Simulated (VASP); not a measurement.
# Ni3Ge (Pm-3m) in VASP: further runs

Ni3Ge is run at these levels: PBEsol; tasks: single point.

Everything below comes from runs of VASP 6.6.1. Logs are shortened: lines on timing, memory, paths and dates and some standing lists are left out, and cuts for length are marked.

### 1 The cell of the first run

Symmetry: Pm-3m, No. 221, cubic system. The conventional cell has a = 3.503 Å, b = 3.503 Å, c = 3.503 Å, α = 90.00°, β = 90.00°, γ = 90.00°. Within 3.3 Å of Ni (site symmetry 4/mmm) lie 8 Ni at 2.48 Å and 4 Ge at 2.48 Å. Ge (site symmetry m-3m) has 12 Ni at 2.48 Å within 3.3 Å.

### 2 Single point, PBEsol (10.75 Å³/atom)

The input, INCAR:

```
PREC = Accurate ; ENCUT = 520
EDIFF = 1E-6 ; ISMEAR = -1
SIGMA = 0.15 ; LREAL = False
LASPH = True ; NELM = 100
ALGO = Normal ; ISIF = 2
LWAVE = False ; LCHARG = True
GGA = PS ; LELF = True
LVHAR = True ; NBANDS = 30
```

The input, KPOINTS:

```
Automatic mesh
0
Gamma
  12 12 12
```

The input, POSCAR:

```
Ni3Ge
1.0
    3.5033140542      0.0000000000      0.0000000000
    0.0000000000      3.5033140542      0.0000000000
    0.0000000000      0.0000000000      3.5033140542
Ni Ge
3 1
Direct
    0.5000000000      0.0000000000      0.5000000000
    0.0000000000      0.5000000000      0.5000000000
    0.5000000000      0.5000000000      0.0000000000
    0.0000000000      0.0000000000      0.0000000000
```

Potentials or basis: VASP PAW PBE potentials, release 64 (Ni, Ge_d).

The run is started by

```sh
> cat potpaw_PBE.64/Ni/POTCAR potpaw_PBE.64/Ge_d/POTCAR > POTCAR
> mpirun -np 1 vasp_std > vasp.out
```

OUTCAR:

```text
PREC = Accurate
   ENCUT = 520
   EDIFF = 1E-6
   ISMEAR = -1
   LREAL = False
   LASPH = True
   NELM = 100
   ISIF = 2
   GGA = PS

 ion  position               nearest neighbor table
   1  0.500  0.000  0.500-   2 2.48   3 2.48   4 2.48   3 2.48   4 2.48   2 2.48   3 2.48   3 2.48
                             2 2.48   4 2.48   4 2.48   2 2.48
   2  0.000  0.500  0.500-   1 2.48   3 2.48   4 2.48   3 2.48   4 2.48   1 2.48   4 2.48   4 2.48
                             1 2.48   3 2.48   3 2.48   1 2.48
   3  0.500  0.500  0.000-   1 2.48   2 2.48   4 2.48   1 2.48   2 2.48   1 2.48   4 2.48   1 2.48
                             2 2.48   4 2.48   2 2.48   4 2.48
   4  0.000  0.000  0.000-   1 2.48   2 2.48   3 2.48   1 2.48   2 2.48   2 2.48   3 2.48   2 2.48
                             1 2.48   3 2.48   1 2.48   3 2.48

  LATTYP: Found a simple cubic cell.
 ALAT       =     3.5033140542

  Lattice vectors:

 A1 = (   3.5033140542,   0.0000000000,   0.0000000000)
 A2 = (   0.0000000000,   3.5033140542,   0.0000000000)
 A3 = (   0.0000000000,   0.0000000000,   3.5033140542)

Analysis of symmetry for initial positions (statically):
=====================================================================
 Subroutine PRICEL returns:
 Original cell was already a primitive cell.

 Routine SETGRP: Setting up the symmetry group for a
 simple cubic supercell.

 Subroutine GETGRP returns: Found 48 space group operations
 (whereof 48 operations were pure point group operations)
 out of a pool of 48 trial point group operations.

The static configuration has the point symmetry O_h .

Analysis of symmetry for dynamics (positions and initial velocities):
=====================================================================
 Subroutine PRICEL returns:
 Original cell was already a primitive cell.

 Routine SETGRP: Setting up the symmetry group for a
 simple cubic supercell.

 Subroutine GETGRP returns: Found 48 space group operations
 (whereof 48 operations were pure point group operations)
 out of a pool of 48 trial point group operations.

The dynamic configuration has the point symmetry O_h .

 Subroutine INISYM returns: Found 48 space group operations
 (whereof 48 operations are pure point group operations),
 and found     1 'primitive' translations

----------------------------------------------------------------------------------------

                                     Primitive cell

  volume of cell :      42.9969

  direct lattice vectors                    reciprocal lattice vectors
     3.503314054  0.000000000  0.000000000     0.285444007  0.000000000  0.000000000
     0.000000000  3.503314054  0.000000000     0.000000000  0.285444007  0.000000000
     0.000000000  0.000000000  3.503314054     0.000000000  0.000000000  0.285444007

  length of vectors
     3.503314054  3.503314054  3.503314054     0.285444007  0.285444007  0.285444007

  position of ions in fractional coordinates (direct lattice)
     0.500000000  0.000000000  0.500000000
     0.000000000  0.500000000  0.500000000
     0.500000000  0.500000000  0.000000000
     0.000000000  0.000000000  0.000000000

  ion indices of the primitive-cell ions
   primitive index   ion index
                 1           1
                 2           2
                 3           3
                 4           4

----------------------------------------------------------------------------------------

 KPOINTS: Automatic mesh

Automatic generation of k-mesh.
 Grid dimensions read from file:
 generate k-points for:   12   12   12

 Generating k-lattice:

  Cartesian coordinates                     Fractional coordinates (reciprocal lattice)
     0.023787001  0.000000000  0.000000000     0.083333333  0.000000000  0.000000000
     0.000000000  0.023787001  0.000000000     0.000000000  0.083333333  0.000000000
     0.000000000  0.000000000  0.023787001     0.000000000  0.000000000  0.083333333

  Length of vectors
     0.023787001  0.023787001  0.023787001

  Shift w.r.t. Gamma in fractional coordinates (k-lattice)
     0.000000000  0.000000000  0.000000000

 Subroutine IBZKPT returns following result:
 ===========================================

 Found     84 irreducible k-points:

 Following reciprocal coordinates:
            Coordinates               Weight
  0.000000  0.000000  0.000000      1.000000
  0.083333  0.000000  0.000000      6.000000
  0.166667  0.000000  0.000000      6.000000
  0.250000  0.000000  0.000000      6.000000
  0.333333  0.000000  0.000000      6.000000
  0.416667  0.000000  0.000000      6.000000
[... 16 lines left out ...]
  0.333333  0.333333  0.000000     12.000000
  0.416667  0.333333  0.000000     24.000000
 [... further k-points ...]
   k-points           NKPTS =     84   k-points in BZ     NKDIM =     84   number of bands    NBANDS=     30
   number of dos      NEDOS =    301   number of ions     NIONS =      4
   total plane-waves  NPLWV =  21952
   dimension x,y,z NGX =    28 NGY =   28 NGZ =   28
   dimension x,y,z NGXF=    56 NGYF=   56 NGZF=   56
   ions per type =               3   1
   NGX,Y,Z   is equivalent  to a cutoff of  13.29, 13.29, 13.29 a.u.
   NGXF,Y,Z  is equivalent  to a cutoff of  26.57, 26.57, 26.57 a.u.
 SYSTEM =  unknown system
   PREC   = accura    normal or accurate (medium, high low for compatibility)
   ISTART =      0    job   : 0-new  1-cont  2-samecut
   ICHARG =      2    charge: 1-file 2-atom 10-const
   ISPIN  =      1    spin polarized calculation?
   LNONCOLLINEAR =      F non collinear calculations
   LSORBIT =      F    spin-orbit coupling
   LASPH  =      T    aspherical Exc in radial PAW
   ENCUT  =  520.0 eV  38.22 Ry    6.18 a.u.   6.51  6.51  6.51*2*pi/ulx,y,z
   NELM   =    100;   NELMIN=  2; NELMDL= -5     # of ELM steps
   EDIFF  = 0.1E-05   stopping-criterion for ELM
   LREAL  =      F    real-space projection
   EDIFFG = 0.1E-04   stopping-criterion for IOM
   NSW    =      0    number of steps for IOM
   IBRION =     -1    ionic relax: 0-MD 1-quasi-New 2-CG
   NFREE  =      0    steps in history (QN), initial steepest desc. (CG)
   ISIF   =      2    stress and relaxation
   ISYM   =      2    0-nonsym 1-usesym 2-fastsym
   POTIM  = 0.5000    time-step for ionic-motion
   TEBEG  =    0.0;   TEEND  =   0.0 temperature during run
   PSTRESS=    0.0 pullay stress
   NELECT =      44.0000    total number of electrons
   NUPDOWN=      -1.0000    fix difference up-down
   EMIN   =  10.00;   EMAX   =-10.00  energy-range for DOS
   EFERMI =   0.00;   METHOD = LEGACY
   ISMEAR =    -1;   SIGMA  =   0.15  broadening in eV -4-tet -1-fermi 0-gaus
   EFERMI_NEDOS =   21; number of points for ismear=-14 and -15
   IALGO  =     38    algorithm
   IMIX   =      4    mixing-type and parameters
     AMIX     =   0.40;   BMIX     =  1.00
     AMIX_MAG =   1.60;   BMIX_MAG =  1.00
  volume/ion in A,a.u.               =      10.75        72.54
  Fermi-wavevector in a.u.,A,eV,Ry     =   1.649732  3.117541 37.029816  2.721615
  Thomas-Fermi vector in A             =   2.738801
   LORBIT       =      0    0 simple, 1 ext, 2 COOP (PROOUT), +10 PAW based schemes
   GGA     = PS    functional components
   LHFCALC =     F    Hartree Fock is set to
   AEXX    =    0.0000 exact exchange contribution
   IVDW    =     0    specifies the selected vdW correction
   LEPSILON=     F    determine dielectric tensor
   LRPA    =     F    only Hartree local field effects (RPA)
 non-spin polarized calculation
  energy-cutoff  :      520.00
  volume of cell :       43.00
 maximum number of plane-waves:      1189
 NGX is ok and might be reduce to    28
   NGX = 13   NGY = 13   NGZ = 13

 number of electron      43.9999965 magnetization

 Free energy of the ion-electron system (eV)
  ---------------------------------------------------
  ext. energy  EPLUGINS =         0.00000000
  ---------------------------------------------------
  free energy    TOTEN  =       -24.80397152 eV

  energy without entropy =      -24.63830420  energy(sigma->0) =      -24.72113786

 E-fermi :  10.6330     XC(G=0): -13.7892

 val. band max:       10.6023941009   @ k =   0.5000   0.4167   0.3333
 cond. band min:      10.6716294223   @ k =   0.4167   0.4167   0.3333
 fundamental gap:      0.0692353214
 Fermi energy:        10.6329609179

 k-point     1 :       0.0000    0.0000    0.0000
  band No.  band energies     occupation
      1     -14.0442      2.00000
      2     -14.0442      2.00000
      3     -14.0280      2.00000
      4     -14.0280      2.00000
      5     -14.0280      2.00000
      6      -2.2063      2.00000
[... 22 lines left out ...]
     29      21.2447      0.00000
     30      21.2447      0.00000

 k-point     2 :       0.0833    0.0000    0.0000
  band No.  band energies     occupation
      1     -14.0438      2.00000
      2     -14.0422      2.00000
      3     -14.0280      2.00000
      4     -14.0280      2.00000
      5     -14.0279      2.00000
      6      -2.1258      2.00000
[... 22 lines left out ...]
     29      21.0677      0.00000
     30      21.0677      0.00000

 k-point     3 :       0.1667    0.0000    0.0000
  band No.  band energies     occupation
      1     -14.0429      2.00000
      2     -14.0368      2.00000
      3     -14.0281      2.00000
      4     -14.0281      2.00000
      5     -14.0276      2.00000
      6      -1.8880      2.00000
[... 22 lines left out ...]
     29      20.3788      0.00000
     30      20.5329      0.00000

 k-point     4 :       0.2500    0.0000    0.0000
  band No.  band energies     occupation
      1     -14.0416      2.00000
      2     -14.0294      2.00000
      3     -14.0281      2.00000
      4     -14.0281      2.00000
      5     -14.0273      2.00000
      6      -1.5069      2.00000
[... 22 lines left out ...]
     29      19.2697      0.00000
     30      21.1436      0.00000

 k-point     5 :       0.3333    0.0000    0.0000
  band No.  band energies     occupation
      1     -14.0403      2.00000
      2     -14.0282      2.00000
      3     -14.0282      2.00000
      4     -14.0269      2.00000
      5     -14.0221      2.00000
      6      -1.0187      2.00000
[... 22 lines left out ...]
     29      18.7259      0.00000
     30      21.5862      0.00000
[... 526 lines left out ...]
     29      21.1110      0.00000
     30      21.6514      0.00000

 k-point    22 :       0.5000    0.2500    0.0000
  band No.  band energies     occupation
      1     -14.0353      2.00000
      2     -14.0309      2.00000
      3     -14.0280      2.00000
      4     -14.0271      2.00000
      5     -14.0081      2.00000
      6       0.2607      2.00000
[... 22 lines left out ...]
     29      21.2342      0.00000
     30      21.9383      0.00000

 k-point    23 :       0.3333    0.3333    0.0000
  band No.  band energies     occupation
      1     -14.0365      2.00000
      2     -14.0295      2.00000
      3     -14.0277      2.00000
      4     -14.0275      2.00000
      5     -14.0095      2.00000
      6       0.0215      2.00000
[... 22 lines left out ...]
     29      20.8439      0.00000
     30      21.3079      0.00000

 k-point    24 :       0.4167    0.3333    0.0000
  band No.  band energies     occupation
      1     -14.0381      2.00000
      2     -14.0285      2.00000
      3     -14.0278      2.00000
      4     -14.0274      2.00000
      5     -14.0051      2.00000
      6       0.4283      2.00000
[... 22 lines left out ...]
     29      20.5932      0.00000
     30      21.6729      0.00000

 [... further k-points ...]

------------------------ aborting loop because EDIFF is reached ----------------------------------------

  FORCE on cell =-STRESS in cart. coord.  units (eV):
  Direction    XX          YY          ZZ          XY          YZ          ZX
  --------------------------------------------------------------------------------------
  -------------------------------------------------------------------------------------
  Total        1.3179366      1.3179366      1.3179366      0.0000000      0.0000000     -0.0000000
  in kB       49.1097688     49.1097688     49.1097688      0.0000000      0.0000000     -0.0000000
  external PRESSURE =      49.1097688 kB  Pullay stress =       0.0000000 kB

 VOLUME and BASIS-vectors are now :
 -----------------------------------------------------------------------------
  energy-cutoff  :      520.00
  volume of cell :       43.00
      direct lattice vectors                 reciprocal lattice vectors
     3.503314054  0.000000000  0.000000000     0.285444007  0.000000000  0.000000000
     0.000000000  3.503314054  0.000000000     0.000000000  0.285444007  0.000000000
     0.000000000  0.000000000  3.503314054     0.000000000  0.000000000  0.285444007

 POSITION                                       TOTAL-FORCE (eV/Angst)
 -----------------------------------------------------------------------------------
      1.75166      0.00000      1.75166         0.000000      0.000000      0.000000
      0.00000      1.75166      1.75166         0.000000      0.000000      0.000000
      1.75166      1.75166      0.00000         0.000000      0.000000      0.000000
      0.00000      0.00000      0.00000         0.000000      0.000000      0.000000
 -----------------------------------------------------------------------------------
    total drift:                                0.000000      0.000000      0.000000

  FREE ENERGIE OF THE ION-ELECTRON SYSTEM (eV)
  ---------------------------------------------------
  free  energy   TOTEN  =       -24.8039715181 eV

  energy  without entropy=      -24.6383041960  energy(sigma->0) =      -24.72113786
```

Wall time 52 s (1 thread of AMD EPYC 9R45 (Zen 5), shared host); peak memory 0.19 GiB.

Results:

- Free energy: -24.8040 eV
- Pressure: 4.9 GPa
- Band gap on the k mesh: zero (bands 22 and 23 overlap by 0.24 eV)

Caveat: the cell stands under pressure; the PAW data sets were made with another functional, which shifts forces and pressure a little. Spin polarisation is off, so any magnetic state and its effect on volume and gap are missing.

### 3 Single point, PBEsol

This run uses another cell than the first one, of 10.95 Å³/atom.

The input, INCAR:

```
SYSTEM = Ni3Ge
PREC = Accurate
ENCUT = 520
EDIFF = 1E-6
ISMEAR = 0
SIGMA = 0.1
LREAL = .FALSE.
LASPH = .TRUE.
NELM = 80
ALGO = Normal
ISIF = 2
LWAVE = .FALSE.
LCHARG = .FALSE.
GGA = PS
NBANDS = 30
```

The input, KPOINTS:

```
regular mesh
0
G
  12 12 12
  0 0 0
```

The input, POSCAR:

```
Ni3Ge
1.0
    3.5249143000      0.0000000000      0.0000000000
    0.0000000000      3.5249143000      0.0000000000
    0.0000000000      0.0000000000      3.5249143000
Ni Ge
3 1
Direct
    0.5000000000      0.0000000000      0.5000000000
    0.0000000000      0.5000000000      0.5000000000
    0.5000000000      0.5000000000      0.0000000000
    0.0000000000      0.0000000000      0.0000000000
```

Potentials or basis: VASP PAW PBE potentials, release 64 (Ni, Ge_d).

The run is started by

```sh
> cat potpaw_PBE.64/Ni/POTCAR potpaw_PBE.64/Ge_d/POTCAR > POTCAR
> mpirun -np 1 vasp_std > vasp.out
```

Wall time 50 s (1 thread of AMD EPYC 9R45 (Zen 5), shared host); peak memory 0.19 GiB.

The run converged. Its results:

| Quantity | Value |
| --- | --- |
| Free energy | -24.7449 eV |
| Pressure | 0.4 GPa |
| Band gap on the k mesh | zero (bands 22 and 23 overlap by 0.23 eV) |

Levels at points of the mesh, in eV from the Fermi level:
| k point | band 20 | band 21 | band 22 | band 23 | band 24 | band 25 |
| --- | --- | --- | --- | --- | --- | --- |
| (0.00, 0.00, 0.00) | -0.59 | -0.29 | 0.03 | 0.03 | 0.03 | 4.01 |
| (0.50, 0.00, 0.00) | -1.15 | -0.54 | 0.03 | 3.64 | 3.64 | 4.71 |
| (0.50, 0.50, 0.00) | -1.12 | -0.95 | -0.94 | 0.64 | 0.64 | 5.74 |
| (0.50, 0.50, 0.50) | -1.17 | -0.54 | -0.20 | -0.20 | -0.20 | 0.71 |

Caveat: the PAW data sets were made with another functional, which shifts forces and pressure a little.

(Part 1 of 2 ends here.)
